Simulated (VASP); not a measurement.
# SrO in VASP: further runs

Runs on SrO. Level: PBE. Tasks: single point.

Everything below comes from runs of VASP 6.6.1. Logs are shortened: lines on timing, memory, paths and dates and some standing lists are left out, and cuts for length are marked.

### 1 The cell of the first run

Symmetry: C222_1, No. 20, orthorhombic system. Conventional cell: a = 3.577 Å, b = 6.195 Å, c = 6.243 Å, α = 90.00°, β = 90.00°, γ = 90.00°. Within 3.2 Å of Sr (site symmetry 2) lie 6 O at 2.40 to 2.79 Å. Within 3.2 Å of O (site symmetry 2) lie 6 Sr at 2.40 to 2.79 Å and 2 O at 3.17 Å.

### 2 Single point, PBE (mode 6 frozen in at -0.285 Å and mode 7 at +0.000 Å (largest displacements))

Input file INCAR:

```
PREC     = Accurate       # precision mode
ENCUT    = 520            # plane-wave cutoff, eV
EDIFF    = 1E-6           # SCF threshold, eV
ISMEAR   = 0              # smearing method
SIGMA    = 0.05           # smearing width, eV
LREAL    = F              # projectors in reciprocal space
LASPH    = T              # aspherical terms in the spheres
NELM     = 60             # most SCF steps
ALGO     = Normal         # electronic algorithm
ISIF     = 2              # what is computed and relaxed
LWAVE    = F              # write WAVECAR
LCHARG   = F              # write CHGCAR
GGA      = PE             # functional
NBANDS   = 24             # bands
```

Input file KPOINTS:

```
Automatic mesh
0
Gamma
  9 9 4
```

Input file POSCAR:

```
SrO
1.0
    3.5769478779      0.0000000000      0.0000000000
   -1.7884739390      3.0977277303      0.0000000000
    0.0000000000      0.0000000000      6.2426216355
Sr O
2 2
Direct
    0.3333333333      0.6666666667      0.2500000000
    0.6666666667      0.3333333333      0.7500000000
   -0.0796768669      0.0000000000      0.0000000000
    0.0796768669      0.0000000000      0.5000000000
```

Potentials or basis: VASP PAW PBE potentials, release 64 (Sr_sv, O).

Command:

```bash
cat potpaw_PBE.64/Sr_sv/POTCAR potpaw_PBE.64/O/POTCAR > POTCAR
mpirun -np 1 vasp_std > vasp.out
```

OUTCAR:

```text
PREC = Accurate
   ENCUT = 520
   EDIFF = 1E-6
   ISMEAR = 0
   LREAL = F
   LASPH = T
   NELM = 60
   ISIF = 2
   GGA = PE

 ion  position               nearest neighbor table
   1  0.333  0.667  0.250-   4 2.40   3 2.40   3 2.60   4 2.60   3 2.79   4 2.79   2 3.74   2 3.74
                             2 3.74   2 3.74   2 3.74   2 3.74
   2  0.667  0.333  0.750-   3 2.40   4 2.40   4 2.60   3 2.60   4 2.79   3 2.79   1 3.74   1 3.74
                             1 3.74   1 3.74   1 3.74   1 3.74
   3  0.920  0.000  0.000-   2 2.40   1 2.40   1 2.60   2 2.60   1 2.79   2 2.79
   4  0.080  0.000  0.500-   1 2.40   2 2.40   2 2.60   1 2.60   2 2.79   1 2.79

  LATTYP: Found a hexagonal cell.
 ALAT       =     3.5769478779
 C/A-ratio  =     1.7452369586

  Lattice vectors:

 A1 = (   3.5769478779,   0.0000000000,   0.0000000000)
 A2 = (  -1.7884739390,   3.0977277303,   0.0000000000)
 A3 = (   0.0000000000,   0.0000000000,   6.2426216355)

Analysis of symmetry for initial positions (statically):
=====================================================================
 Subroutine PRICEL returns:
 Original cell was already a primitive cell.

 Routine SETGRP: Setting up the symmetry group for a
 hexagonal supercell.

 Subroutine GETGRP returns: Found  4 space group operations
 (whereof  2 operations were pure point group operations)
 out of a pool of 24 trial point group operations.

The static configuration has the point symmetry C_2 .
 The point group associated with its full space group is D_2 .

Analysis of symmetry for dynamics (positions and initial velocities):
=====================================================================
 Subroutine PRICEL returns:
 Original cell was already a primitive cell.

 Routine SETGRP: Setting up the symmetry group for a
 hexagonal supercell.

 Subroutine GETGRP returns: Found  4 space group operations
 (whereof  2 operations were pure point group operations)
 out of a pool of 24 trial point group operations.

The dynamic configuration has the point symmetry C_2 .
 The point group associated with its full space group is D_2 .

 Subroutine INISYM returns: Found  4 space group operations
 (whereof  2 operations are pure point group operations),
 and found     1 'primitive' translations

----------------------------------------------------------------------------------------

                                     Primitive cell

  volume of cell :      69.1708

  direct lattice vectors                    reciprocal lattice vectors
     3.576947878  0.000000000  0.000000000     0.279567954  0.161408634  0.000000000
    -1.788473939  3.097727730  0.000000000     0.000000000  0.322817267  0.000000000
     0.000000000  0.000000000  6.242621635     0.000000000  0.000000000  0.160189109

  length of vectors
     3.576947878  3.576947878  6.242621635     0.322817267  0.322817267  0.160189109

  position of ions in fractional coordinates (direct lattice)
     0.333333333  0.666666667  0.250000000
     0.666666667  0.333333333  0.750000000
     0.920323133  0.000000000  0.000000000
     0.079676867  0.000000000  0.500000000

  ion indices of the primitive-cell ions
   primitive index   ion index
                 1           1
                 2           2
                 3           3
                 4           4

----------------------------------------------------------------------------------------

 KPOINTS: Automatic mesh

Automatic generation of k-mesh.
 Grid dimensions read from file:
 generate k-points for:    9    9    4

 Generating k-lattice:

  Cartesian coordinates                     Fractional coordinates (reciprocal lattice)
     0.031063106  0.017934293  0.000000000     0.111111111  0.000000000  0.000000000
     0.000000000  0.035868585  0.000000000     0.000000000  0.111111111  0.000000000
     0.000000000  0.000000000  0.040047277     0.000000000  0.000000000  0.250000000

  Length of vectors
     0.035868585  0.035868585  0.040047277

  Shift w.r.t. Gamma in fractional coordinates (k-lattice)
     0.000000000  0.000000000  0.000000000

 Subroutine IBZKPT returns following result:
 ===========================================

 Found     75 irreducible k-points:

 Following reciprocal coordinates:
            Coordinates               Weight
  0.000000  0.000000  0.000000      1.000000
  0.111111 -0.000000  0.000000      4.000000
  0.000000  0.111111  0.000000      2.000000
  0.222222  0.000000  0.000000      4.000000
  0.000000  0.222222  0.000000      2.000000
  0.333333  0.000000  0.000000      4.000000
[... 16 lines left out ...]
 -0.222222 -0.444444  0.000000      4.000000
  0.444444  0.333333  0.000000      4.000000
 [... further k-points ...]
   k-points           NKPTS =     75   k-points in BZ     NKDIM =     75   number of bands    NBANDS=     24
   number of dos      NEDOS =    301   number of ions     NIONS =      4
   total plane-waves  NPLWV =  37632
   dimension x,y,z NGX =    28 NGY =   28 NGZ =   48
   dimension x,y,z NGXF=    56 NGYF=   56 NGZF=   96
   ions per type =               2   2
   NGX,Y,Z   is equivalent  to a cutoff of  13.01, 13.01, 12.78 a.u.
   NGXF,Y,Z  is equivalent  to a cutoff of  26.03, 26.03, 25.57 a.u.
 SYSTEM =  unknown system
   PREC   = accura    normal or accurate (medium, high low for compatibility)
   ISTART =      0    job   : 0-new  1-cont  2-samecut
   ICHARG =      2    charge: 1-file 2-atom 10-const
   ISPIN  =      1    spin polarized calculation?
   LNONCOLLINEAR =      F non collinear calculations
   LSORBIT =      F    spin-orbit coupling
   LASPH  =      T    aspherical Exc in radial PAW
   ENCUT  =  520.0 eV  38.22 Ry    6.18 a.u.   6.65  6.65 11.61*2*pi/ulx,y,z
   NELM   =     60;   NELMIN=  2; NELMDL= -5     # of ELM steps
   EDIFF  = 0.1E-05   stopping-criterion for ELM
   LREAL  =      F    real-space projection
   EDIFFG = 0.1E-04   stopping-criterion for IOM
   NSW    =      0    number of steps for IOM
   IBRION =     -1    ionic relax: 0-MD 1-quasi-New 2-CG
   NFREE  =      0    steps in history (QN), initial steepest desc. (CG)
   ISIF   =      2    stress and relaxation
   ISYM   =      2    0-nonsym 1-usesym 2-fastsym
   POTIM  = 0.5000    time-step for ionic-motion
   TEBEG  =    0.0;   TEEND  =   0.0 temperature during run
   PSTRESS=    0.0 pullay stress
   NELECT =      32.0000    total number of electrons
   NUPDOWN=      -1.0000    fix difference up-down
   EMIN   =  10.00;   EMAX   =-10.00  energy-range for DOS
   EFERMI =   0.00;   METHOD = LEGACY
   ISMEAR =     0;   SIGMA  =   0.05  broadening in eV -4-tet -1-fermi 0-gaus
   EFERMI_NEDOS =   21; number of points for ismear=-14 and -15
   IALGO  =     38    algorithm
   IMIX   =      4    mixing-type and parameters
     AMIX     =   0.40;   BMIX     =  1.00
     AMIX_MAG =   1.60;   BMIX_MAG =  1.00
  volume/ion in A,a.u.               =      17.29       116.70
  Fermi-wavevector in a.u.,A,eV,Ry     =   1.266146  2.392669 21.811857  1.603126
  Thomas-Fermi vector in A             =   2.399362
   LORBIT       =      0    0 simple, 1 ext, 2 COOP (PROOUT), +10 PAW based schemes
   GGA     = PE    functional components
   LHFCALC =     F    Hartree Fock is set to
   AEXX    =    0.0000 exact exchange contribution
   IVDW    =     0    specifies the selected vdW correction
   LEPSILON=     F    determine dielectric tensor
   LRPA    =     F    only Hartree local field effects (RPA)
 non-spin polarized calculation
 Gauss-broadening in eV      SIGMA  =   0.05
  energy-cutoff  :      520.00
  volume of cell :       69.17
 maximum number of plane-waves:      1895
   NGX = 13   NGY = 13   NGZ = 23

 number of electron      32.0000003 magnetization

 Free energy of the ion-electron system (eV)
  ---------------------------------------------------
  ext. energy  EPLUGINS =         0.00000000
  ---------------------------------------------------
  free energy    TOTEN  =       -23.57106411 eV

  energy without entropy =      -23.57106411  energy(sigma->0) =      -23.57106411

 E-fermi :   2.1959     XC(G=0):  -9.9219

 val. band max:        1.8926033196   @ k =   0.0000   0.0000   0.0000
 cond. band min:       5.0348770310   @ k =   0.0000   0.0000   0.0000
 fundamental gap:      3.1422737113
 Fermi energy:         2.1959011284

 k-point     1 :       0.0000    0.0000    0.0000
  band No.  band energies     occupation
      1     -30.8650      2.00000
      2     -30.7603      2.00000
      3     -15.0825      2.00000
      4     -13.4810      2.00000
      5     -12.5971      2.00000
      6     -12.5680      2.00000
[... 16 lines left out ...]
     23       9.1256      0.00000
     24       9.9914      0.00000

 k-point     2 :       0.1111   -0.0000    0.0000
  band No.  band energies     occupation
      1     -30.8500      2.00000
      2     -30.7513      2.00000
      3     -15.0080      2.00000
      4     -13.7185      2.00000
      5     -12.7079      2.00000
      6     -12.6300      2.00000
[... 16 lines left out ...]
     23       9.3573      0.00000
     24       9.8912      0.00000

 k-point     3 :       0.0000    0.1111    0.0000
  band No.  band energies     occupation
      1     -30.8498      2.00000
      2     -30.7513      2.00000
      3     -14.9964      2.00000
      4     -13.7651      2.00000
      5     -12.6625      2.00000
      6     -12.6531      2.00000
[... 16 lines left out ...]
     23       9.4055      0.00000
     24       9.9847      0.00000
[... 514 lines left out ...]
 k-point    23 :      -0.2222   -0.4444    0.0000
  band No.  band energies     occupation
      1     -30.7107      2.00000
      2     -30.6911      2.00000
      3     -14.9135      2.00000
      4     -13.9153      2.00000
      5     -13.2363      2.00000
      6     -12.9662      2.00000
[... 16 lines left out ...]
     23      10.6779      0.00000
     24      11.5121      0.00000

 k-point    24 :       0.4444    0.3333    0.0000
  band No.  band energies     occupation
      1     -30.7132      2.00000
      2     -30.6895      2.00000
      3     -14.9508      2.00000
      4     -13.7512      2.00000
      5     -13.2611      2.00000
      6     -12.9515      2.00000
[... 16 lines left out ...]
     23      10.8140      0.00000
     24      11.6248      0.00000

 [... further k-points ...]
[... 5 lines left out ...]
  --------------------------------------------------------------------------------------
  -------------------------------------------------------------------------------------
  Total        1.3909887      1.1215795      1.1702425     -0.0000000      0.0000000      0.0000000
  in kB       32.2189447     25.9787208     27.1058844     -0.0000000      0.0000000      0.0000000
  external PRESSURE =      28.4345166 kB  Pullay stress =       0.0000000 kB

 VOLUME and BASIS-vectors are now :
 -----------------------------------------------------------------------------
  energy-cutoff  :      520.00
  volume of cell :       69.17
      direct lattice vectors                 reciprocal lattice vectors
     3.576947878  0.000000000  0.000000000     0.279567954  0.161408634  0.000000000
    -1.788473939  3.097727730  0.000000000     0.000000000  0.322817267  0.000000000
     0.000000000  0.000000000  6.242621635     0.000000000  0.000000000  0.160189109

 POSITION                                       TOTAL-FORCE (eV/Angst)
 -----------------------------------------------------------------------------------
     -0.00000      2.06515      1.56066         0.000000     -0.379522      0.000000
      1.78847      1.03258      4.68197        -0.000000      0.379522      0.000000
      3.29195      0.00000      0.00000         0.671505      0.000000      0.000000
      0.28500      0.00000      3.12131        -0.671505      0.000000      0.000000
 -----------------------------------------------------------------------------------
    total drift:                                0.000000     -0.000000      0.000000

  FREE ENERGIE OF THE ION-ELECTRON SYSTEM (eV)
  ---------------------------------------------------
  free  energy   TOTEN  =       -23.5710641055 eV

  energy  without entropy=      -23.5710641055  energy(sigma->0) =      -23.57106411
```

Run time: 1.7 min. Hardware: 1 thread of Intel Xeon 6975P-C, shared host; peak memory 0.25 GiB.

What came out:

- Free energy: -23.5711 eV
- Pressure: 2.8 GPa
- Largest force: 0.672 eV/Å
- Band gap on the k mesh: 3.14 eV, direct

Forces in eV/Å, atoms in the order of the input:
```
Sr   0.000 -0.380  0.000
Sr   0.000  0.380  0.000
O    0.672  0.000  0.000
O   -0.672  0.000  0.000
```

Stress tensor (GPa, compression positive):
```
3.22 0.00 0.00
0.00 2.60 0.00
0.00 0.00 2.71
```

Caveat: the cell differs from its parent crystal (mode 6 frozen in at -0.285 Å and mode 7 at +0.000 Å (largest displacements)).

### 3 Single point, PBE (mode 6 frozen in at -0.142 Å and mode 7 at +0.000 Å (largest displacements))

Input file INCAR:

```
SYSTEM = SrO
  PREC = Accurate
  ENCUT = 520
  EDIFF = 1E-6
  ISMEAR = 0
  SIGMA = 0.05
  LREAL = .FALSE.
  LASPH = .TRUE.
  NELM = 80
  ALGO = Normal
  ISIF = 2
  LWAVE = .FALSE.
  LCHARG = .FALSE.
  GGA = PE
  NBANDS = 24
```

Input file KPOINTS:

```
regular mesh
0
G
  9 9 4
  0 0 0
```

POSCAR: that of step 2 with these lines changed.

```diff
@@ -10,3 +10,3 @@
     0.6666666667      0.3333333333      0.7500000000
-   -0.0796768669      0.0000000000      0.0000000000
-    0.0796768669      0.0000000000      0.5000000000
+   -0.0398384335      0.0000000000      0.0000000000
+    0.0398384335      0.0000000000      0.5000000000
```

Potentials or basis: VASP PAW PBE potentials, release 64 (Sr_sv, O).

Command:

```bash
cat potpaw_PBE.64/Sr_sv/POTCAR potpaw_PBE.64/O/POTCAR > POTCAR
mpirun -np 1 vasp_std > vasp.out
```

Run time: 1.7 min. Hardware: 1 thread of Intel Xeon 6975P-C, shared host; peak memory 0.26 GiB.

Results (log left out):

* Free energy: -23.7066 eV
* Pressure: 1.1 GPa
* Largest force: 0.297 eV/Å
* Band gap on the k mesh: 3.02 eV, direct

Forces in eV/Å, atoms in the order of the input:
```
Sr   0.000 -0.094  0.000
Sr   0.000  0.094  0.000
O    0.297  0.000  0.000
O   -0.297  0.000  0.000
```

Stress tensor (GPa, compression positive):
```
1.22 0.00 0.00
0.00 1.03 0.00
0.00 0.00 1.00
```

Levels at points of the mesh, in eV from the valence-band top:
```csv
k point,band 12,band 13,band 14,band 15,band 16,band 17,band 18,band 19,band 20,band 21
"(0.00, 0.00, 0.00)",-0.98,-0.95,-0.72,-0.71,0.00,3.02,5.00,5.20,6.20,6.29
"(0.00, 0.00, 0.50)",-1.58,-0.87,-0.87,-0.84,-0.84,4.62,4.62,5.84,5.84,7.12
```

Caveat: the cell differs from its parent crystal (mode 6 frozen in at -0.142 Å and mode 7 at +0.000 Å (largest displacements)).

[end of part 1 of 2]
